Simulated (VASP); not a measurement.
# In3As (Pm-3m) in VASP: settings compared

In3As is run at these levels: LDA, PBE; tasks: single point.

Everything below comes from runs of VASP 6.6.1. Logs are shortened: lines on timing, memory, paths and dates and some standing lists are left out, and cuts for length are marked.

## 1. The cell of the first run

It takes space group Pm-3m (No. 221, cubic). Conventional cell: a = 4.609 Å, b = 4.609 Å, c = 4.609 Å, α = 90.00°, β = 90.00°, γ = 90.00°. Within 4.3 Å of In (site symmetry 4/mmm) lie 8 In at 3.26 Å and 4 As at 3.26 Å. Within 4.3 Å of As (site symmetry m-3m) lie 12 In at 3.26 Å.

## 2. Single point, LDA

INCAR

```
SYSTEM = In3As
PREC     = Accurate       ! precision mode
ENCUT    = 520            ! plane-wave cutoff, eV
EDIFF    = 1E-6           ! SCF threshold, eV
ISMEAR   = -1             ! smearing method
SIGMA    = 0.05           ! smearing width, eV
LREAL    = .False.        ! projectors in reciprocal space
LASPH    = .True.         ! aspherical terms in the spheres
NELM     = 60             ! most SCF steps
ALGO     = Normal         ! electronic algorithm
ISIF     = 2              ! what is computed and relaxed
LWAVE    = .False.        ! write WAVECAR
LCHARG   = .False.        ! write CHGCAR
GGA      = CA             ! functional
NBANDS   = 30             ! bands
```

KPOINTS

```
regular mesh
0
Gamma
  6 6 6
  0 0 0
```

POSCAR

```
In3As
1.0
    4.6085424358      0.0000000000      0.0000000000
    0.0000000000      4.6085424358      0.0000000000
    0.0000000000      0.0000000000      4.6085424358
In As
3 1
Direct
    0.5000000000      0.5000000000      0.0000000000
    0.5000000000      0.0000000000      0.5000000000
    0.0000000000      0.5000000000      0.5000000000
    0.0000000000      0.0000000000      0.0000000000
```

Potentials or basis: VASP PAW LDA potentials, release 64 (In_d, As).

Launch:

```bash
cat potpaw_LDA.64/In_d/POTCAR potpaw_LDA.64/As/POTCAR > POTCAR
mpirun -np 1 vasp_std > vasp.out
```

OUTCAR:

```text
SYSTEM = In3As
   PREC = Accurate
   ENCUT = 520
   EDIFF = 1E-6
   ISMEAR = -1
   LREAL = .False.
   LASPH = .True.
   NELM = 60
   ISIF = 2
   GGA = CA

 ion  position               nearest neighbor table
   1  0.500  0.500  0.000-   2 3.26   3 3.26   4 3.26   2 3.26   3 3.26   2 3.26   4 3.26   2 3.26
                             3 3.26   4 3.26   3 3.26   4 3.26
   2  0.500  0.000  0.500-   1 3.26   3 3.26   4 3.26   1 3.26   4 3.26   1 3.26   3 3.26   1 3.26
                             3 3.26   4 3.26   4 3.26   3 3.26
   3  0.000  0.500  0.500-   1 3.26   2 3.26   4 3.26   1 3.26   4 3.26   2 3.26   4 3.26   4 3.26
                             1 3.26   2 3.26   1 3.26   2 3.26
   4  0.000  0.000  0.000-   1 3.26   2 3.26   3 3.26   2 3.26   3 3.26   1 3.26   3 3.26   3 3.26
                             1 3.26   2 3.26   2 3.26   1 3.26

  LATTYP: Found a simple cubic cell.
 ALAT       =     4.6085424358

  Lattice vectors:

 A1 = (   4.6085424358,   0.0000000000,   0.0000000000)
 A2 = (   0.0000000000,   4.6085424358,   0.0000000000)
 A3 = (   0.0000000000,   0.0000000000,   4.6085424358)

Analysis of symmetry for initial positions (statically):
=====================================================================
 Subroutine PRICEL returns:
 Original cell was already a primitive cell.

 Routine SETGRP: Setting up the symmetry group for a
 simple cubic supercell.

 Subroutine GETGRP returns: Found 48 space group operations
 (whereof 48 operations were pure point group operations)
 out of a pool of 48 trial point group operations.

The static configuration has the point symmetry O_h .

Analysis of symmetry for dynamics (positions and initial velocities):
=====================================================================
 Subroutine PRICEL returns:
 Original cell was already a primitive cell.

 Routine SETGRP: Setting up the symmetry group for a
 simple cubic supercell.

 Subroutine GETGRP returns: Found 48 space group operations
 (whereof 48 operations were pure point group operations)
 out of a pool of 48 trial point group operations.

The dynamic configuration has the point symmetry O_h .

 Subroutine INISYM returns: Found 48 space group operations
 (whereof 48 operations are pure point group operations),
 and found     1 'primitive' translations

----------------------------------------------------------------------------------------
[... 90 lines left out ...]
   ENCUT  =  520.0 eV  38.22 Ry    6.18 a.u.   8.57  8.57  8.57*2*pi/ulx,y,z
   NELM   =     60;   NELMIN=  2; NELMDL= -5     # of ELM steps
   EDIFF  = 0.1E-05   stopping-criterion for ELM
   LREAL  =      F    real-space projection
   EDIFFG = 0.1E-04   stopping-criterion for IOM
   NSW    =      0    number of steps for IOM
   IBRION =     -1    ionic relax: 0-MD 1-quasi-New 2-CG
   NFREE  =      0    steps in history (QN), initial steepest desc. (CG)
   ISIF   =      2    stress and relaxation
   ISYM   =      2    0-nonsym 1-usesym 2-fastsym
   POTIM  = 0.5000    time-step for ionic-motion
   TEBEG  =    0.0;   TEEND  =   0.0 temperature during run
   PSTRESS=    0.0 pullay stress
   NELECT =      44.0000    total number of electrons
   NUPDOWN=      -1.0000    fix difference up-down
   EMIN   =  10.00;   EMAX   =-10.00  energy-range for DOS
   EFERMI =   0.00;   METHOD = LEGACY
   ISMEAR =    -1;   SIGMA  =   0.05  broadening in eV -4-tet -1-fermi 0-gaus
   EFERMI_NEDOS =   21; number of points for ismear=-14 and -15
   IALGO  =     38    algorithm
   IMIX   =      4    mixing-type and parameters
     AMIX     =   0.40;   BMIX     =  1.00
     AMIX_MAG =   1.60;   BMIX_MAG =  1.00
  volume/ion in A,a.u.               =      24.47       165.13
  Fermi-wavevector in a.u.,A,eV,Ry     =   1.254090  2.369887 21.398460  1.572742
  Thomas-Fermi vector in A             =   2.387912
   LORBIT       =      0    0 simple, 1 ext, 2 COOP (PROOUT), +10 PAW based schemes
   GGA     = CA    functional components
   LHFCALC =     F    Hartree Fock is set to
   AEXX    =    0.0000 exact exchange contribution
   IVDW    =     0    specifies the selected vdW correction
   LEPSILON=     F    determine dielectric tensor
   LRPA    =     F    only Hartree local field effects (RPA)
 non-spin polarized calculation
  energy-cutoff  :      520.00
  volume of cell :       97.88
 maximum number of plane-waves:      2666
 NGX is ok and might be reduce to    36
   NGX = 17   NGY = 17   NGZ = 17

 number of electron      43.9999959 magnetization

 Free energy of the ion-electron system (eV)
  ---------------------------------------------------
  ext. energy  EPLUGINS =         0.00000000
  ---------------------------------------------------
  free energy    TOTEN  =       -14.68449013 eV

  energy without entropy =      -14.66914573  energy(sigma->0) =      -14.67681793

 E-fermi :   6.8084     XC(G=0): -10.5846

 val. band max:        6.7873510059   @ k =   0.1667   0.1667   0.1667
 cond. band min:       6.8341752696   @ k =   0.3333   0.3333   0.3333
 fundamental gap:      0.0468242637
 Fermi energy:         6.8083956484

 k-point     1 :       0.0000    0.0000    0.0000
  band No.  band energies     occupation
      1      -7.8277      2.00000
      2      -7.8051      2.00000
      3      -7.8051      2.00000
      4      -7.8051      2.00000
      5      -7.6124      2.00000
      6      -7.6124      2.00000
[... 649 lines left out ...]
     29      16.1453      0.00000
     30      16.1453      0.00000

------------------------ aborting loop because EDIFF is reached ----------------------------------------

  FORCE on cell =-STRESS in cart. coord.  units (eV):
  Direction    XX          YY          ZZ          XY          YZ          ZX
  --------------------------------------------------------------------------------------
  -------------------------------------------------------------------------------------
  Total       -1.3704400     -1.3704400     -1.3704400     -0.0000000      0.0000000     -0.0000000
  in kB      -22.4326123    -22.4326123    -22.4326123     -0.0000000      0.0000000     -0.0000000
  external PRESSURE =     -22.4326123 kB  Pullay stress =       0.0000000 kB

 VOLUME and BASIS-vectors are now :
 -----------------------------------------------------------------------------
  energy-cutoff  :      520.00
  volume of cell :       97.88
      direct lattice vectors                 reciprocal lattice vectors
     4.608542436  0.000000000  0.000000000     0.216988346  0.000000000  0.000000000
     0.000000000  4.608542436  0.000000000     0.000000000  0.216988346  0.000000000
     0.000000000  0.000000000  4.608542436     0.000000000  0.000000000  0.216988346

 POSITION                                       TOTAL-FORCE (eV/Angst)
 -----------------------------------------------------------------------------------
      2.30427      2.30427      0.00000         0.000000      0.000000      0.000000
      2.30427      0.00000      2.30427         0.000000      0.000000      0.000000
      0.00000      2.30427      2.30427         0.000000      0.000000      0.000000
      0.00000      0.00000      0.00000         0.000000      0.000000      0.000000
 -----------------------------------------------------------------------------------
    total drift:                                0.000000      0.000000      0.000000

  FREE ENERGIE OF THE ION-ELECTRON SYSTEM (eV)
  ---------------------------------------------------
  free  energy   TOTEN  =       -14.6844901286 eV

  energy  without entropy=      -14.6691457280  energy(sigma->0) =      -14.67681793
```

OSZICAR:

```text
N       E                     dE             d eps       ncg     rms          rms(c)
DAV:   1     0.394550971540E+03    0.39455E+03   -0.21250E+04  1206   0.193E+03
DAV:   2     0.234309409442E+02   -0.37112E+03   -0.36334E+03  1206   0.444E+02
DAV:   3    -0.133386255093E+02   -0.36770E+02   -0.36052E+02  1436   0.160E+02
DAV:   4    -0.148295086231E+02   -0.14909E+01   -0.14835E+01  1412   0.338E+01
DAV:   5    -0.148962913241E+02   -0.66783E-01   -0.66776E-01  1692   0.602E+00    0.480E+00
DAV:   6    -0.147043532428E+02    0.19194E+00   -0.64286E-01  1616   0.695E+00    0.268E+00
DAV:   7    -0.146901019472E+02    0.14251E-01   -0.69663E-02  1498   0.175E+00    0.890E-01
DAV:   8    -0.146852066207E+02    0.48953E-02   -0.65865E-03  1656   0.406E-01    0.227E-01
DAV:   9    -0.146845348027E+02    0.67182E-03   -0.14258E-03  1564   0.203E-01    0.705E-02
DAV:  10    -0.146844903008E+02    0.44502E-04   -0.23869E-04  1664   0.122E-01    0.187E-02
DAV:  11    -0.146844900895E+02    0.21134E-06   -0.33923E-05  1544   0.522E-02    0.735E-03
DAV:  12    -0.146844901286E+02   -0.39088E-07   -0.12682E-06  1018   0.822E-03
   1 F= -.14684490E+02 E0= -.14676818E+02  d E =-.153444E-01
```

Wall time 55 s (1 thread of Intel Xeon Platinum 8259CL at 2.50GHz (Skylake/Cascade Lake), shared host); peak memory 0.2 GiB.

What came out:

```yaml
Free_energy: -14.6845 eV
Pressure: -2.2 GPa
Band_gap_on_the_k_mesh: zero (bands 22 and 23 overlap by 4.04 eV)
```

Caveat: spin-orbit coupling is left out, which moves the levels of the heavy elements.

## 3. Single point, PBE

INCAR

```
SYSTEM = In3As
ALGO     = Fast           ! electronic algorithm
EDIFF    = 1E-6           ! SCF threshold, eV
ENCUT    = 520            ! plane-wave cutoff, eV
GGA      = PE             ! functional
ISIF     = 2              ! what is computed and relaxed
ISMEAR   = -1             ! smearing method
LASPH    = .True.         ! aspherical terms in the spheres
LCHARG   = .False.        ! write CHGCAR
LREAL    = .False.        ! projectors in reciprocal space
LWAVE    = .False.        ! write WAVECAR
NBANDS   = 30             ! bands
NELM     = 80             ! most SCF steps
PREC     = Accurate       ! precision mode
SIGMA    = 0.05           ! smearing width, eV
```

KPOINTS

```
k-points
0
Gamma
  6 6 6
  0 0 0
```

POSCAR is that of step 2.

Potentials or basis: VASP PAW PBE potentials, release 64 (In_d, As).

Launch:

```bash
cat potpaw_PBE.64/In_d/POTCAR potpaw_PBE.64/As/POTCAR > POTCAR
mpirun -np 1 vasp_std > vasp.out
```

Wall time 84 s (1 thread of Intel Xeon Platinum 8259CL at 2.50GHz (Skylake/Cascade Lake), shared host); peak memory 0.22 GiB.

Results (log left out):

```yaml
Free_energy: -12.0136 eV
Pressure: 2.6 GPa
Band_gap_on_the_k_mesh: zero (bands 22 and 23 overlap by 4.10 eV)
```

Levels at points of the mesh, in eV from the Fermi level:
| k point | band 20 | band 21 | band 22 | band 23 | band 24 | band 25 |
| --- | --- | --- | --- | --- | --- | --- |
| (0.00, 0.00, 0.00) | -3.00 | -1.80 | -1.80 | 2.15 | 2.15 | 2.15 |
| (0.50, 0.00, 0.00) | -1.66 | -1.04 | -0.08 | -0.08 | 0.01 | 1.45 |
| (0.50, 0.50, 0.00) | -0.80 | -0.38 | 0.54 | 0.54 | 1.88 | 1.96 |
| (0.50, 0.50, 0.50) | -4.14 | -4.14 | -4.14 | -3.52 | 4.91 | 4.91 |

Caveat: spin-orbit coupling is left out, which moves the levels of the heavy elements.

## 4. Single point, LDA

This run uses another cell than the first one, of 24.98 Å³/atom.

INCAR

```
SYSTEM = In3As
  PREC = Accurate
  ENCUT = 520
  EDIFF = 1E-7
  ISMEAR = -1
  SIGMA = 0.05
  LREAL = .False.
  LASPH = .True.
  NELM = 60
  ALGO = Fast
  ISIF = 2
  LWAVE = .False.
  LCHARG = .False.
  GGA = CA
  NBANDS = 30
```

KPOINTS

```
regular mesh
0
Gamma
  6 6 6
  0 0 0
```

POSCAR

```
In3As
1.0
    4.6403264915      0.0000000000      0.0000000000
    0.0000000000      4.6403264915      0.0000000000
    0.0000000000      0.0000000000      4.6403264915
In As
3 1
Direct
    0.5000000000      0.5000000000      0.0000000000
    0.5000000000      0.0000000000      0.5000000000
    0.0000000000      0.5000000000      0.5000000000
    0.0000000000      0.0000000000      0.0000000000
```

Potentials or basis: VASP PAW LDA potentials, release 64 (In_d, As).

Launch:

```bash
cat potpaw_LDA.64/In_d/POTCAR potpaw_LDA.64/As/POTCAR > POTCAR
mpirun -np 1 vasp_std > vasp.out
```

Wall time 80 s (1 thread of Intel Xeon Platinum 8259CL at 2.50GHz (Skylake/Cascade Lake), shared host); peak memory 0.19 GiB.

The run converged. Its results:

```yaml
Free_energy: -14.6510 eV
Pressure: -3.1 GPa
Band_gap_on_the_k_mesh: zero (bands 22 and 23 overlap by 3.91 eV)
```

Levels at points of the mesh, in eV from the Fermi level:
| k point | band 18 | band 19 | band 20 | band 21 | band 22 | band 23 | band 24 | band 25 | band 26 | band 27 |
| --- | --- | --- | --- | --- | --- | --- | --- | --- | --- | --- |
| (0.00, 0.00, 0.00) | -2.88 | -2.88 | -2.88 | -1.90 | -1.90 | 2.12 | 2.12 | 2.12 | 4.58 | 4.58 |
| (0.50, 0.00, 0.00) | -4.38 | -1.56 | -1.56 | -1.22 | -0.04 | -0.04 | 0.08 | 1.50 | 4.75 | 4.75 |
| (0.50, 0.50, 0.00) | -5.96 | -5.89 | -0.71 | -0.38 | 0.48 | 0.48 | 1.80 | 1.98 | 1.98 | 2.17 |
| (0.50, 0.50, 0.50) | -4.25 | -4.25 | -3.99 | -3.99 | -3.99 | -3.40 | 4.77 | 4.77 | 4.77 | 8.83 |

Caveat: the cell stands under tension; spin-orbit coupling is left out, which moves the levels of the heavy elements.

## 5. Single point, PBE

This run uses another cell than the first one, of 24.98 Å³/atom.

INCAR

```
PREC = Accurate
ENCUT = 520
EDIFF = 1E-6
ISMEAR = -1
SIGMA = 0.05
LREAL = F
LASPH = T
NELM = 100
ALGO = Fast
ISIF = 2
LWAVE = F
LCHARG = T
GGA = PE
LELF = T
LVHAR = T
NBANDS = 30
```

KPOINTS

```
Automatic mesh
0
Gamma
  6 6 6
```

POSCAR is that of step 4.

Potentials or basis: VASP PAW PBE potentials, release 64 (In_d, As).

Launch:

```bash
cat potpaw_PBE.64/In_d/POTCAR potpaw_PBE.64/As/POTCAR > POTCAR
mpirun -np 1 vasp_std > vasp.out
```

Run time: 86 s. Hardware: 1 thread of Intel Xeon Platinum 8259CL at 2.50GHz (Skylake/Cascade Lake), shared host; peak memory 0.22 GiB.

The run converged. Its results:

```yaml
Free_energy: -12.0398 eV
Pressure: 1.5 GPa
Band_gap_on_the_k_mesh: zero (bands 22 and 23 overlap by 3.97 eV)
```

Levels at points of the mesh, in eV from the Fermi level:
| k point | band 18 | band 19 | band 20 | band 21 | band 22 | band 23 | band 24 | band 25 | band 26 | band 27 |
| --- | --- | --- | --- | --- | --- | --- | --- | --- | --- | --- |
| (0.00, 0.00, 0.00) | -2.91 | -2.91 | -2.91 | -1.82 | -1.82 | 2.13 | 2.13 | 2.13 | 4.65 | 4.65 |
| (0.50, 0.00, 0.00) | -4.31 | -1.60 | -1.60 | -1.11 | -0.04 | -0.04 | 0.03 | 1.48 | 4.79 | 4.79 |
| (0.50, 0.50, 0.00) | -5.95 | -5.87 | -0.76 | -0.36 | 0.51 | 0.51 | 1.83 | 1.97 | 1.97 | 2.17 |
| (0.50, 0.50, 0.50) | -4.20 | -4.20 | -4.02 | -4.02 | -4.02 | -3.43 | 4.82 | 4.82 | 4.82 | 8.94 |

Caveat: spin-orbit coupling is left out, which moves the levels of the heavy elements.

## 6. Single point, LDA

This run uses another cell than the first one, of 25.49 Å³/atom.

INCAR

```
SYSTEM = In3As
ALGO = Normal
EDIFF = 1E-6
ENCUT = 520
ISIF = 2
ISMEAR = -1
LASPH = .True.
LCHARG = .False.
LREAL = .False.
LWAVE = .False.
NBANDS = 30
NELM = 80
PREC = Accurate
SIGMA = 0.05
```

KPOINTS

```
k-points
0
Gamma
  6 6 6
  0 0 0
```

POSCAR

```
In3As
1.0
    4.6716810000      0.0000000000      0.0000000000
    0.0000000000      4.6716810000      0.0000000000
    0.0000000000      0.0000000000      4.6716810000
In As
3 1
Direct
    0.5000000000      0.5000000000      0.0000000000
    0.5000000000      0.0000000000      0.5000000000
    0.0000000000      0.5000000000      0.5000000000
    0.0000000000      0.0000000000      0.0000000000
```

Potentials or basis: VASP PAW LDA potentials, release 64 (In_d, As).

Launch:

```bash
cat potpaw_LDA.64/In_d/POTCAR potpaw_LDA.64/As/POTCAR > POTCAR
mpirun -np 1 vasp_std > vasp.out
```

Wall time 52 s (1 thread of Intel Xeon Platinum 8259CL at 2.50GHz (Skylake/Cascade Lake), shared host); peak memory 0.19 GiB.

Results (log left out):

| Property | Result |
| --- | --- |
| Free energy | -14.6074 eV |
| Pressure | -3.9 GPa |
| Band gap on the k mesh | zero (bands 22 and 23 overlap by 3.78 eV) |

Levels at points of the mesh, in eV from the Fermi level:
```
           k point  band 19  band 20  band 21  band 22  band 23  band 24  band 25  band 26
(0.00, 0.00, 0.00)    -2.80    -2.80    -1.93    -1.93     2.10     2.10     2.10     4.53
(0.50, 0.00, 0.00)    -1.51    -1.51    -1.29    -0.01    -0.01     0.09     1.53     4.67
(0.50, 0.50, 0.00)    -5.81    -0.68    -0.36     0.45     0.45     1.75     1.98     1.98
(0.50, 0.50, 0.50)    -4.24    -3.88    -3.88    -3.88    -3.31     4.68     4.68     4.68
```

Caveat: the cell stands under tension; spin-orbit coupling is left out, which moves the levels of the heavy elements.

## 7. Overview

```tsv
level	potentials or basis	cell	gap on the mesh (eV)	pressure (GPa)
LDA	VASP PAW LDA potentials, release 64 (In_d, As)	a = 4.609 Å, 4 atoms	none	-2.2
PBE	VASP PAW PBE potentials, release 64 (In_d, As)	a = 4.609 Å, 4 atoms	none	2.6
LDA	VASP PAW LDA potentials, release 64 (In_d, As)	a = 4.640 Å, 4 atoms	none	-3.1
PBE	VASP PAW PBE potentials, release 64 (In_d, As)	a = 4.640 Å, 4 atoms	none	1.5
LDA	VASP PAW LDA potentials, release 64 (In_d, As)	a = 4.672 Å, 4 atoms	none	-3.9
```

Alike in all rows: task single point; no spin polarisation; k mesh 6 × 6 × 6; cutoff (eV) 520; smearing fermi-dirac 0.05 eV.

Caveats: spin-orbit coupling is left out, which moves the levels of the heavy elements; the cell stands under tension (at least some runs).

Absolute energies hang on the potentials; compare differences alone.
